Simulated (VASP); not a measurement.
BP: single point with r2SCANh

Crystal: BP.

```
CELL_PARAMETERS angstrom
0.00000 2.26900 2.26900
2.26900 0.00000 2.26900
2.26900 2.26900 0.00000
ATOMIC_POSITIONS crystal
P 0.75000 0.75000 0.75000
B 0.00000 0.00000 0.00000
```

* Program: VASP 6.6.1
* Task: single point
* Functional: r2SCANh
* Potentials or basis: VASP PAW PBE potentials, release 64 (P, B)
* Cutoff: 520 eV
* k mesh: 5 × 5 × 5
* Occupations: fermi-dirac, width 0.05 eV
* Spin: no spin polarisation

The pressure is -1.3 GPa and the band gap on the k mesh is 1.99 eV, indirect (least direct gap 4.25 eV).

Levels at points of the mesh, in eV from the valence-band top:
```csv
k point,band 2,band 3,band 4,band 5,band 6,band 7
"(0.00, 0.00, 0.00)",0.00,0.00,0.00,4.25,4.25,4.25
```

Wall time 110 s on 1 thread of Intel(R) Xeon(R) Platinum 8259CL CPU @ 2.50GHz (Skylake/Cascade Lake), with other jobs on the host, peak memory 0.14 GiB.

Caveat: the k points lie up to 0.48 Å⁻¹ apart; the PAW data sets were made with another functional, which shifts forces and pressure a little. A k mesh can miss the band edges.
